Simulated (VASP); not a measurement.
Here is a VASP 6.6.1 calculation.

Contents of INCAR:

```
ALGO = Normal ; EDIFF = 1E-7
EDIFFG = -0.005 ; ENCUT = 600
GGA = RE ; IBRION = 2
ISIF = 3 ; ISMEAR = -1
ISPIN = 2 ; LASPH = T
LCHARG = F ; LMAXMIX = 4
LORBIT = 11 ; LREAL = F
LWAVE = F ; MAGMOM = 2
NELM = 150 ; NSW = 80
PREC = Accurate ; SIGMA = 0.05
```

The input KPOINTS:

```
k-points
0
Gamma
  9 9 9
```

Contents of POSCAR:

```
V
1.0
   -1.5143500000      1.5143500000      1.5143500000
    1.5143500000     -1.5143500000      1.5143500000
    1.5143500000      1.5143500000     -1.5143500000
V
1
Direct
    0.0000000000      0.0000000000      0.0000000000
```

Potentials or basis: VASP PAW PBE potentials, release 64 (V_sv).

The run is started by

```bash
$ cat potpaw_PBE.64/V_sv/POTCAR > POTCAR
$ mpirun -np 1 vasp_std > vasp.out
```

(1) Predict the relaxed volume.

(2) What does it give for the net moment?

(3) Predict the site moments.

(4) Estimate the relaxed cell.

Answers

(1) 13.70 Å³/atom.

(2) 0.17 μB per cell.

(3) V +0.13 μB.

(4) a = 2.611 Å, b = 2.611 Å, c = 2.611 Å, α = 109.47°, β = 109.47°, γ = 109.47°.

Caveat: the PAW data sets were made with another functional, which shifts forces and pressure a little.
